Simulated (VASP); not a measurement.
# FeNi3 (Pm-3m) in VASP: a series of runs

FeNi3 is run at these levels: PBEsol; tasks: relaxation of cell and atoms.

Program: VASP 6.6.1. These are calculated values, not measurements. Logs are shortened: lines on timing, memory, paths and dates and some standing lists are left out, and cuts for length are marked.

### Step 1. The cell of the first run

It takes space group Pm-3m (No. 221, cubic). Conventional cell: a = 3.545 Å, b = 3.545 Å, c = 3.545 Å, α = 90.00°, β = 90.00°, γ = 90.00°. Ni (site symmetry 4/mmm) has 8 Ni at 2.51 Å and 4 Fe at 2.51 Å within 3.3 Å. Fe (site symmetry m-3m) has 12 Ni at 2.51 Å within 3.3 Å.

### Step 2. Relaxation of cell and atoms, PBEsol, collinear spin, ferromagnetic start, target pressure 2 GPa, at which the enthalpy is minimised

INCAR reads:

```
PREC = Accurate
ENCUT = 600
EDIFF = 1E-6
ISMEAR = -1
SIGMA = 0.05
LREAL = False
LASPH = True
NELM = 150
ALGO = Normal
ISIF = 3
LWAVE = False
LCHARG = False
ISPIN = 2
MAGMOM = 1 1 1 3
LORBIT = 11
LMAXMIX = 4
GGA = PS
IBRION = 2
NSW = 60
EDIFFG = -0.01
PSTRESS = 20.0
```

KPOINTS reads:

```
Automatic mesh
0
Gamma
  8 8 8
```

POSCAR reads:

```
FeNi3
1.0
    3.5450000000      0.0000000000      0.0000000000
    0.0000000000      3.5450000000      0.0000000000
    0.0000000000      0.0000000000      3.5450000000
Ni Fe
3 1
Direct
    0.5000000000      0.5000000000      0.0000000000
    0.5000000000      0.0000000000      0.5000000000
    0.0000000000      0.5000000000      0.5000000000
    0.0000000000      0.0000000000      0.0000000000
```

Potentials or basis: VASP PAW PBE potentials, release 64 (Ni, Fe).

On the command line:

```
cat potpaw_PBE.64/Ni/POTCAR potpaw_PBE.64/Fe/POTCAR > POTCAR
mpirun -np 1 vasp_std > vasp.out
```

OUTCAR:

```text
PREC = Accurate
   ENCUT = 600
   EDIFF = 1E-6
   ISMEAR = -1
   LREAL = False
   LASPH = True
   NELM = 150
   ISIF = 3
   ISPIN = 2
   LORBIT = 11
   GGA = PS
   IBRION = 2
   NSW = 60
   EDIFFG = -0.01
   PSTRESS = 20.0

 ion  position               nearest neighbor table
   1  0.500  0.500  0.000-   2 2.51   3 2.51   4 2.51   2 2.51   3 2.51   2 2.51   4 2.51   2 2.51
                             3 2.51   4 2.51   3 2.51   4 2.51
   2  0.500  0.000  0.500-   1 2.51   3 2.51   4 2.51   1 2.51   4 2.51   1 2.51   3 2.51   1 2.51
                             3 2.51   4 2.51   4 2.51   3 2.51
   3  0.000  0.500  0.500-   1 2.51   2 2.51   4 2.51   1 2.51   4 2.51   2 2.51   4 2.51   4 2.51
                             1 2.51   2 2.51   1 2.51   2 2.51
   4  0.000  0.000  0.000-   1 2.51   2 2.51   3 2.51   2 2.51   3 2.51   1 2.51   3 2.51   3 2.51
                             1 2.51   2 2.51   2 2.51   1 2.51

  LATTYP: Found a simple cubic cell.
 ALAT       =     3.5450000000

  Lattice vectors:

 A1 = (   3.5450000000,   0.0000000000,   0.0000000000)
 A2 = (   0.0000000000,   3.5450000000,   0.0000000000)
 A3 = (   0.0000000000,   0.0000000000,   3.5450000000)

Analysis of symmetry for initial positions (statically):
=====================================================================
 Subroutine PRICEL returns:
 Original cell was already a primitive cell.

 Routine SETGRP: Setting up the symmetry group for a
 simple cubic supercell.

 Subroutine GETGRP returns: Found 48 space group operations
 (whereof 48 operations were pure point group operations)
 out of a pool of 48 trial point group operations.

The static configuration has the point symmetry O_h .

Analysis of symmetry for dynamics (positions and initial velocities):
=====================================================================
 Subroutine PRICEL returns:
 Original cell was already a primitive cell.

 Routine SETGRP: Setting up the symmetry group for a
 simple cubic supercell.

 Subroutine GETGRP returns: Found 48 space group operations
 (whereof 48 operations were pure point group operations)
 out of a pool of 48 trial point group operations.

The dynamic configuration has the point symmetry O_h .

Analysis of structural, dynamic, and magnetic symmetry:
=====================================================================
 Subroutine PRICEL returns:
 Original cell was already a primitive cell.

 Routine SETGRP: Setting up the symmetry group for a
 simple cubic supercell.

 Subroutine GETGRP returns: Found 48 space group operations
 (whereof 48 operations were pure point group operations)
 out of a pool of 48 trial point group operations.

The overall configuration has the point symmetry O_h .

 Subroutine INISYM returns: Found 48 space group operations
 (whereof 48 operations are pure point group operations),
 and found     1 'primitive' translations

----------------------------------------------------------------------------------------

                                     Primitive cell

  volume of cell :      44.5501

  direct lattice vectors                    reciprocal lattice vectors
     3.545000000  0.000000000  0.000000000     0.282087447  0.000000000  0.000000000
     0.000000000  3.545000000  0.000000000     0.000000000  0.282087447  0.000000000
     0.000000000  0.000000000  3.545000000     0.000000000  0.000000000  0.282087447

  length of vectors
     3.545000000  3.545000000  3.545000000     0.282087447  0.282087447  0.282087447

  position of ions in fractional coordinates (direct lattice)
     0.500000000  0.500000000  0.000000000
     0.500000000  0.000000000  0.500000000
     0.000000000  0.500000000  0.500000000
     0.000000000  0.000000000  0.000000000

  ion indices of the primitive-cell ions
   primitive index   ion index
                 1           1
                 2           2
                 3           3
                 4           4

----------------------------------------------------------------------------------------

 KPOINTS: Automatic mesh

Automatic generation of k-mesh.
 Grid dimensions read from file:
 generate k-points for:    8    8    8

 Generating k-lattice:

  Cartesian coordinates                     Fractional coordinates (reciprocal lattice)
     0.035260931  0.000000000  0.000000000     0.125000000  0.000000000  0.000000000
     0.000000000  0.035260931  0.000000000     0.000000000  0.125000000  0.000000000
     0.000000000  0.000000000  0.035260931     0.000000000  0.000000000  0.125000000

  Length of vectors
     0.035260931  0.035260931  0.035260931

  Shift w.r.t. Gamma in fractional coordinates (k-lattice)
     0.000000000  0.000000000  0.000000000

 Subroutine IBZKPT returns following result:
 ===========================================

 Found     35 irreducible k-points:

 Following reciprocal coordinates:
            Coordinates               Weight
  0.000000  0.000000  0.000000      1.000000
  0.125000  0.000000  0.000000      6.000000
  0.250000  0.000000  0.000000      6.000000
  0.375000  0.000000  0.000000      6.000000
  0.500000  0.000000  0.000000      3.000000
  0.125000  0.125000  0.000000     12.000000
[... 16 lines left out ...]
  0.375000  0.375000  0.125000     24.000000
  0.500000  0.375000  0.125000     24.000000
 [... further k-points ...]
   k-points           NKPTS =     35   k-points in BZ     NKDIM =     35   number of bands    NBANDS=     26
   number of dos      NEDOS =    301   number of ions     NIONS =      4
   total plane-waves  NPLWV =  21952
   dimension x,y,z NGX =    28 NGY =   28 NGZ =   28
   dimension x,y,z NGXF=    56 NGYF=   56 NGZF=   56
   ions per type =               3   1
   NGX,Y,Z   is equivalent  to a cutoff of  13.13, 13.13, 13.13 a.u.
   NGXF,Y,Z  is equivalent  to a cutoff of  26.26, 26.26, 26.26 a.u.
 SYSTEM =  unknown system
   PREC   = accura    normal or accurate (medium, high low for compatibility)
   ISTART =      0    job   : 0-new  1-cont  2-samecut
   ICHARG =      2    charge: 1-file 2-atom 10-const
   ISPIN  =      2    spin polarized calculation?
   LNONCOLLINEAR =      F non collinear calculations
   LSORBIT =      F    spin-orbit coupling
   LASPH  =      T    aspherical Exc in radial PAW
   ENCUT  =  600.0 eV  44.10 Ry    6.64 a.u.   7.08  7.08  7.08*2*pi/ulx,y,z
   NELM   =    150;   NELMIN=  2; NELMDL= -5     # of ELM steps
   EDIFF  = 0.1E-05   stopping-criterion for ELM
   LREAL  =      F    real-space projection
   EDIFFG = -.1E-01   stopping-criterion for IOM
   NSW    =     60    number of steps for IOM
   IBRION =      2    ionic relax: 0-MD 1-quasi-New 2-CG
   NFREE  =      1    steps in history (QN), initial steepest desc. (CG)
   ISIF   =      3    stress and relaxation
   ISYM   =      2    0-nonsym 1-usesym 2-fastsym
   POTIM  = 0.5000    time-step for ionic-motion
   TEBEG  =    0.0;   TEEND  =   0.0 temperature during run
   PSTRESS=   20.0 pullay stress
   NELECT =      38.0000    total number of electrons
   NUPDOWN=      -1.0000    fix difference up-down
   EMIN   =  10.00;   EMAX   =-10.00  energy-range for DOS
   EFERMI =   0.00;   METHOD = LEGACY
   ISMEAR =    -1;   SIGMA  =   0.05  broadening in eV -4-tet -1-fermi 0-gaus
   EFERMI_NEDOS =   21; number of points for ismear=-14 and -15
   IALGO  =     38    algorithm
   IMIX   =      4    mixing-type and parameters
     AMIX     =   0.40;   BMIX     =  1.00
     AMIX_MAG =   1.60;   BMIX_MAG =  1.00
  volume/ion in A,a.u.               =      11.14        75.16
  Fermi-wavevector in a.u.,A,eV,Ry     =   1.552577  2.933945 32.796776  2.410495
  Thomas-Fermi vector in A             =   2.656932
   LORBIT       =     11    0 simple, 1 ext, 2 COOP (PROOUT), +10 PAW based schemes
   GGA     = PS    functional components
   LHFCALC =     F    Hartree Fock is set to
   AEXX    =    0.0000 exact exchange contribution
   IVDW    =     0    specifies the selected vdW correction
   LEPSILON=     F    determine dielectric tensor
   LRPA    =     F    only Hartree local field effects (RPA)
 conjugate gradient relaxation of ions
 spin polarized calculation
  energy-cutoff  :      600.00
  volume of cell :       44.55
 maximum number of plane-waves:      1503
   NGX = 15   NGY = 15   NGZ = 15

--------------------------------------- Ionic step        1  -------------------------------------------

 number of electron      37.9999985 magnetization       4.8034161

 Free energy of the ion-electron system (eV)
  ---------------------------------------------------
  ext. energy  EPLUGINS =         0.00000000
  ---------------------------------------------------
  free energy    TOTEN  =       -27.58539516 eV

  energy without entropy =      -27.55725003  energy(sigma->0) =      -27.57132259

------------------------ aborting loop because EDIFF is reached ----------------------------------------

  FORCE on cell =-STRESS in cart. coord.  units (eV):
  Direction    XX          YY          ZZ          XY          YZ          ZX
  --------------------------------------------------------------------------------------
  -------------------------------------------------------------------------------------
  Total       -2.6298229     -2.6298229     -2.6298229      0.0000000      0.0000000     -0.0000000
  in kB      -94.5776161    -94.5776161    -94.5776161      0.0000000      0.0000000     -0.0000000
  external PRESSURE =    -114.5776161 kB  Pullay stress =      20.0000000 kB
[... 25 lines left out ...]
  enthalpy is  TOTEN    =       -27.0292756527 eV   P V=        0.5561195105

--------------------------------------- Ionic step        2  -------------------------------------------

 number of electron      38.0000005 magnetization       4.5110841

 E-fermi :  10.0130     XC(G=0): -14.0180

 val. band max:       10.0079954560   @ k =   0.3750   0.0000   0.0000
 cond. band min:      10.0281605864   @ k =   0.5000   0.1250   0.1250
 fundamental gap:      0.0201651304
 Fermi energy:        10.0129520305

 spin component 1

 k-point     1 :       0.0000    0.0000    0.0000
  band No.  band energies     occupation
      1       0.0739      1.00000
      2       4.0243      1.00000
      3       4.0243      1.00000
      4       4.6245      1.00000
      5       4.8533      1.00000
      6       4.8533      1.00000
[... 1424 lines left out ...]
  enthalpy is  TOTEN    =       -27.0119890757 eV   P V=        0.4944452314

--------------------------------------- Ionic step        3  -------------------------------------------

 number of electron      37.9999983 magnetization       4.6485195

 Free energy of the ion-electron system (eV)
  ---------------------------------------------------
  ext. energy  EPLUGINS =         0.00000000
  ---------------------------------------------------
  free energy    TOTEN  =       -27.65006621 eV

  energy without entropy =      -27.62350881  energy(sigma->0) =      -27.63678751

 E-fermi :   9.1509     XC(G=0): -13.6553

 val. band max:        9.1332356267   @ k =   0.0000   0.0000   0.0000
 cond. band min:       9.1539227485   @ k =   0.3750   0.2500   0.2500
 fundamental gap:      0.0206871218
 Fermi energy:         9.1508710512

 spin component 1

 k-point     1 :       0.0000    0.0000    0.0000
  band No.  band energies     occupation
      1      -0.3584      1.00000
      2       3.5411      1.00000
      3       3.5411      1.00000
      4       4.1723      1.00000
      5       4.3214      1.00000
      6       4.3214      1.00000
[... 1418 lines left out ...]
  FREE ENERGIE OF THE ION-ELECTRON SYSTEM (eV)
  ---------------------------------------------------
  free  energy   TOTEN  =       -27.6500662101 eV

  energy  without entropy=      -27.6235088118  energy(sigma->0) =      -27.63678751

  enthalpy is  TOTEN    =       -27.1249226632 eV   P V=        0.5251435469

 reached required accuracy - stopping structural energy minimisation

 total charge

# of ion       s       p       d       tot
------------------------------------------
    1        0.531   0.567   8.349   9.447
    2        0.531   0.567   8.349   9.447
    3        0.531   0.567   8.349   9.447
    4        0.499   0.554   6.160   7.213
--------------------------------------------------
tot          2.092   2.254  31.208  35.555

 magnetization (x)

# of ion       s       p       d       tot
------------------------------------------
    1       -0.015  -0.042   0.663   0.606
    2       -0.015  -0.042   0.663   0.606
    3       -0.015  -0.042   0.663   0.606
    4        0.009   0.002   2.808   2.819
--------------------------------------------------
tot         -0.037  -0.124   4.798   4.637
```

Run time: 1.8 min. Hardware: 1 thread of AMD EPYC 9R45 (Zen 5), shared host; peak memory 0.2 GiB.

What came out:

| Quantity | Value |
| --- | --- |
| Free energy | -27.6501 eV |
| Relaxed volume | 10.52 Å³/atom |
| Relaxed cell | a = 3.478 Å, b = 3.478 Å, c = 3.478 Å, α = 90.00°, β = 90.00°, γ = 90.00° |
| Space group after relaxing (to 0.1 Å) | Pm-3m (No. 221) |
| Energy change on relaxing (the run minimises the enthalpy) | -16.2 meV/atom |
| Ionic steps | 3 |
| Pressure after relaxing | 1.9 GPa |
| Net moment | 4.65 μB per cell |
| Site moments | Ni +0.61; Fe +2.82 μB |
| Valence electrons inside the program's atomic spheres | Ni 9.45; Fe 7.21 |

Step by step:
```csv
step,energy change (eV),largest force (eV/Å),pressure (GPa),volume (Å³)
1,0.0000,0.0000,-9.46,44.55
2,0.0790,0.0000,17.67,39.61
3,-0.0647,0.0000,1.87,42.07
```

Final structure:
```xyz
4
Lattice="3.4779 0.0000 0.0000 0.0000 3.4779 0.0000 0.0000 0.0000 3.4779" Properties=species:S:1:pos:R:3 pbc="T T T"
Ni    1.7390    1.7390    0.0000
Ni    1.7390    0.0000    1.7390
Ni    0.0000    1.7390    1.7390
Fe    0.0000    0.0000    0.0000
```

Caveat: the cell is relaxed towards a set pressure, so the run minimises the enthalpy, not the energy; the PAW data sets were made with another functional, which shifts forces and pressure a little.

### Step 3. Relaxation of cell and atoms, PBEsol, collinear spin, ferromagnetic start, target pressure 5 GPa, at which the enthalpy is minimised

INCAR reads:

```
SYSTEM = FeNi3
PREC = Accurate ; ENCUT = 600
EDIFF = 1E-7 ; ISMEAR = -1
SIGMA = 0.05 ; LREAL = .False.
LASPH = .True. ; NELM = 150
ALGO = Fast ; ISIF = 3
LWAVE = .False. ; LCHARG = .False.
ISPIN = 2 ; MAGMOM = 1 1 1 3
LORBIT = 11 ; LMAXMIX = 4
GGA = PS ; IBRION = 2
NSW = 60 ; EDIFFG = -0.01
PSTRESS = 50.0
```

KPOINTS reads:

```
Automatic mesh
0
Gamma
  8 8 8
  0 0 0
```

POSCAR is that of step 2.

Potentials or basis: VASP PAW PBE potentials, release 64 (Ni, Fe).

On the command line:

```
cat potpaw_PBE.64/Ni/POTCAR potpaw_PBE.64/Fe/POTCAR > POTCAR
mpirun -np 1 vasp_std > vasp.out
```

Run time: 2.5 min. Hardware: 1 thread of AMD EPYC 9R45 (Zen 5), shared host; peak memory 0.2 GiB.

It converged, with:

```yaml
Free_energy: -27.6378 eV
Relaxed_volume: 10.37 Å³/atom
Relaxed_cell: a = 3.462 Å, b = 3.462 Å, c = 3.462 Å, α = 90.00°, β = 90.00°, γ = 90.00°
Space_group_after_relaxing_to_0.1_Å: Pm-3m (No. 221)
Energy_change_on_relaxing_the_run_minimises_the_enthalpy: -13.1 meV/atom
Ionic_steps: 4
Pressure_after_relaxing: 5.1 GPa
Net_moment: 4.61 μB per cell
Site_moments: Ni +0.60; Fe +2.80 μB
Valence_electrons_inside_the_program's_atomic_spheres: Ni 9.47; Fe 7.24
```

The path:
```
step  energy change (eV)  largest force (eV/Å)  pressure (GPa)  volume (Å³)
   1              0.0000                0.0000           -9.54        44.55
   2              0.2602                0.0000           28.53        38.35
   3             -0.0542                0.0000            4.76        41.56
   4             -0.0524                0.0000            5.08        41.50
```

Final structure:
```cif
data_structure
_symmetry_space_group_name_H-M 'P 1'
_symmetry_Int_Tables_number 1
_cell_length_a 3.4621
_cell_length_b 3.4621
_cell_length_c 3.4621
_cell_angle_alpha 90.000
_cell_angle_beta 90.000
_cell_angle_gamma 90.000
_cell_volume 41.50
loop_
_atom_site_label
_atom_site_type_symbol
_atom_site_fract_x
_atom_site_fract_y
_atom_site_fract_z
_atom_site_occupancy
Ni1 Ni 0.50000 0.50000 0.00000 1
Ni2 Ni 0.50000 0.00000 0.50000 1
Ni3 Ni 0.00000 0.50000 0.50000 1
Fe1 Fe 0.00000 0.00000 0.00000 1
```

Levels at points of the mesh, in eV from the Fermi level:
Spin up:
| k point | band 17 | band 18 | band 19 | band 20 | band 21 | band 22 | band 23 | band 24 | band 25 | band 26 |
| --- | --- | --- | --- | --- | --- | --- | --- | --- | --- | --- |
| (0.00, 0.00, 0.00) | -0.59 | -0.59 | -0.57 | -0.57 | -0.57 | 2.25 | 2.25 | 2.25 | 9.48 | 9.48 |
| (0.50, 0.00, 0.00) | -1.66 | -1.61 | -1.36 | -1.07 | -0.59 | -0.57 | 7.89 | 7.89 | 7.90 | 7.90 |
| (0.50, 0.50, 0.00) | -1.71 | -1.71 | -1.57 | -1.56 | 0.88 | 0.88 | 0.98 | 1.01 | 11.69 | 11.81 |
| (0.50, 0.50, 0.50) | -0.76 | -0.75 | -0.75 | -0.75 | -0.66 | -0.66 | -0.66 | -0.57 | 5.94 | 5.94 |
Spin down:
| k point | band 13 | band 14 | band 15 | band 16 | band 17 | band 18 | band 19 | band 20 | band 21 | band 22 |
| --- | --- | --- | --- | --- | --- | --- | --- | --- | --- | --- |
| (0.00, 0.00, 0.00) | -0.02 | 0.27 | 0.27 | 0.27 | 1.02 | 1.02 | 1.35 | 1.35 | 1.35 | 2.35 |
| (0.50, 0.00, 0.00) | -1.08 | -1.08 | -0.96 | -0.44 | -0.20 | -0.20 | 0.27 | 0.44 | 0.59 | 1.32 |
| (0.50, 0.50, 0.00) | -1.35 | -1.34 | -1.34 | -0.89 | -0.79 | 0.12 | 0.12 | 0.30 | 1.52 | 1.52 |
| (0.50, 0.50, 0.50) | -0.65 | -0.54 | -0.54 | -0.54 | 0.04 | 0.04 | 0.04 | 0.84 | 0.84 | 0.84 |

Caveat: the cell is relaxed towards a set pressure, so the run minimises the enthalpy, not the energy; the PAW data sets were made with another functional, which shifts forces and pressure a little.
